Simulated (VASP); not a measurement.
Write the native input for VASP 6.6.1 that does the following.

- Task: single point
- Functional: PBE
- Potentials or basis: VASP PAW PBE potentials, release 64 (Si, O)
- Cutoff: 520 eV
- k mesh: 2 × 2 × 2, shifted
- Occupations: gaussian, width 0.02 eV
- Spin: no spin polarisation
- Dipole correction: no
- Further INCAR settings: LREAL = Auto; ALGO = Normal; EDIFF = 1e-07; NBANDS = 89

The structure of Si32O (a cell with a defect) lies in POSCAR:

```
Si32O
1.0
    5.4700937548      5.4700937548      5.4700937548
    5.4700937548     -5.4700937548     -5.4700937548
   -5.4700937548      5.4700937548     -5.4700937548
Si O
32 1
Direct
    0.7493079979      0.7497399832      0.2486560671
   -0.0008878276      0.7507074255     -0.0021987740
    0.7422727438      0.4864637828      0.4923526215
    0.2486805640      0.7505548687      0.7490649491
    0.0008662557      0.5005086974      0.2499706698
    0.4887922620      0.7442519603      0.4939102730
    0.2541381487      0.5093627504      0.0033782785
    0.7498248995      0.2496477321      0.7491440154
   -0.0004124244      0.2503272451      0.4986915439
    0.5033580087      0.5039051657      0.7586566494
    0.7499910758     -0.0003824432     -0.0019004245
    0.2642323998      0.2649971033      0.2736395512
    0.5118960708      0.2569508061      0.0052714819
   -0.0442931165     -0.0448727227      0.7096376541
    0.2498128115     -0.0000723936      0.4986679611
    0.4991096355     -0.0006433162      0.2490406127
    0.5016480746      0.7537996029      0.2516966914
    0.7514743228      0.7519145346      0.0025398102
    0.5088771097      0.5092867005      0.5162519376
   -0.0119654256      0.7294030375      0.7367901138
    0.7558910661      0.5034705297      0.2531029745
    0.2450166414      0.7485206257      0.4978475913
    0.0003656244      0.5012092339      0.0003710174
    0.5004270718      0.2507394866      0.7499673102
    0.7472268636      0.2433816603      0.4969155232
    0.2501634453      0.5011651761      0.7498463799
    0.5004199421      0.0012909285      0.0004128814
    0.0017867153      0.2511690040      0.2493387794
    0.2920832022      0.2915221514      0.0460202350
    0.7320620413     -0.0091026776      0.7389137520
   -0.0021674217     -0.0016039030      0.4936018688
    0.2507171836      0.0024543455      0.2492979209
    0.1155258992      0.1059379466     -0.0962303433
```

These files were run (other wordings do the same):

INCAR

```
SYSTEM = Si32O
PREC     = Accurate       ! precision mode
ENCUT    = 520            ! plane-wave cutoff, eV
EDIFF    = 1E-7           ! SCF threshold, eV
ISMEAR   = 0              ! smearing method
SIGMA    = 0.02           ! smearing width, eV
LREAL    = Auto         
LASPH    = .TRUE.         ! aspherical terms in the spheres
NELM     = 100            ! most SCF steps
ALGO     = Normal         ! electronic algorithm
ISIF     = 2              ! what is computed and relaxed
LWAVE    = .FALSE.        ! write WAVECAR
LCHARG   = .TRUE.         ! write CHGCAR
GGA      = PE             ! functional
LELF     = .TRUE.         ! ELF
LVHAR    = .TRUE.       
NBANDS   = 89             ! bands
```

KPOINTS

```
Automatic mesh
0
Gamma
  2 2 2
  0.5 0.5 0.5
```

Potentials or basis: VASP PAW PBE potentials, release 64 (Si, O).

Run with:

```bash
$ cat potpaw_PBE.64/Si/POTCAR potpaw_PBE.64/O/POTCAR > POTCAR
$ mpirun -np 1 vasp_std > vasp.out
```

Results of the run:

* Pressure: 1.7 GPa
* Largest force: 0.054 eV/Å
* Band gap on the k mesh: 1.28 eV

It took 20 min on 1 thread of Oxide Virtual Turin-like Processor, with other jobs on the host, peak memory 0.69 GiB.
